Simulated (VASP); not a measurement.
A run of VASP 6.6.1 is set up as follows.

File INCAR:

```
SYSTEM = LiF
  PREC = Accurate
  ENCUT = 520
  EDIFF = 1E-7
  ISMEAR = 0
  SIGMA = 0.02
  LREAL = .FALSE.
  LASPH = .TRUE.
  NELM = 80
  ALGO = Normal
  ISIF = 2
  LWAVE = .FALSE.
  LCHARG = .FALSE.
  GGA = PE
  NBANDS = 30
```

File KPOINTS:

```
regular mesh
0
G
  4 4 8
  0 0 0
```

File POSCAR:

```
LiF
1.0
    5.2073957406      0.0000000000      0.0000000000
    0.0000000000      5.2073957406      0.0000000000
    0.0000000000      0.0000000000      2.7442411869
Li F
4 4
Direct
    0.6628204763      0.3371795237      0.2500000000
    0.3371795237      0.6628204763      0.7500000000
    0.1628204763      0.1628204763      0.0000000000
    0.8371795237      0.8371795237      0.5000000000
    0.8304200624      0.1695799376      0.7500000000
    0.1695799376      0.8304200624      0.2500000000
    0.3304200624      0.3304200624      0.5000000000
    0.6695799376      0.6695799376      0.0000000000
```

Potentials or basis: VASP PAW PBE potentials, release 64 (Li_sv, F).

Run with:

```console
$ cat potpaw_PBE.64/Li_sv/POTCAR potpaw_PBE.64/F/POTCAR > POTCAR
$ mpirun -np 1 vasp_std > vasp.out
```

Question: What does it give for the band gap on the k mesh?

Answer: 7.84 eV, indirect (least direct gap 7.88 eV).

Question: What does it give for the largest force?

Answer: 0.010 eV/Å.

Forces in eV/Å, atoms in the order of the input:
```
Li  -0.007  0.007  0.000
Li   0.007 -0.007  0.000
Li  -0.007 -0.007  0.000
Li   0.007  0.007  0.000
F    0.006 -0.006  0.000
F   -0.006  0.006  0.000
F    0.006  0.006  0.000
F   -0.006 -0.006  0.000
```

 A k mesh can miss the band edges.
